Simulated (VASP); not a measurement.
The system is Na.

```
Na
1.0
    14.00000    0.00000    0.00000
     0.00000   14.40000    0.00000
     0.00000    0.00000   14.80000
Na
1
Cartesian
  7.0000 7.2000 7.4000
```

Base run:

```yaml
Program: VASP 6.6.1
Functional: r2SCANh
Potentials_or_basis: VASP PAW PBE potentials, release 64 (Na_pv)
Cutoff: 520 eV
k_mesh: 1 × 1 × 1
Occupations: fermi-dirac, width 0.01 eV
Spin: collinear spin
Starting_moments: "[0.999] μB"
```

Its results: band gap on the k mesh 1.59 eV; pressure 0.0 GPa; net moment 1.00 μB per cell; site moments Na +0.11 μB.

**Question.** The run is repeated on the same cell with these changes: functional from r2SCANh to r2SCAN. What comes out?

**Answer.** Band gap on the k mesh 1.34 eV; pressure 0.0 GPa; net moment 1.00 μB per cell; site moments Na +0.11 μB.

Caveats: the PAW data sets were made with another functional, which shifts forces and pressure a little.

A k mesh can miss the band edges.
